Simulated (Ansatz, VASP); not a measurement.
**Bi: VASP beside Ansatz**

```
Bi
1.0
     2.26200    1.30597    4.15489
    -2.26200    1.30597    4.15489
     0.00000   -2.61193    4.15489
Bi
2
Direct
  0.23101 0.23101 0.23101
  0.76899 0.76899 0.76899
```

Alike in both runs: task relaxation of cell and atoms; functional r2SCAN; k mesh 9 × 9 × 9; occupations gaussian, width 0.01 eV; no spin polarisation.

|  | VASP | Ansatz |
| --- | --- | --- |
| version | VASP 6.6.1 | Ansatz 0.2.0 |
| potentials or method | VASP PAW PBE potentials, release 64 (Bi_d), cutoff 600 eV | scalar-relativistic, plane waves, PAW |
| valence electrons in the cell | 30 | 30 |

Ansatz gave:

```
gap on the k mesh at the Fermi level, each at its own relaxed structure (eV) : 0.07
relaxed volume (Å³/atom)                                                     : 36.61
relaxed cell length with the largest relative difference (Å)                 : 4.868
```

Task: Which values does VASP return?

Result: gap on the k mesh at the Fermi level, each at its own relaxed structure (eV): 0.07; relaxed volume (Å³/atom): 36.58; relaxed cell length with the largest relative difference (Å): 4.867.

VASP's potentials were made for PBE, not for r2SCAN.

Neither program's run includes spin-orbit coupling.
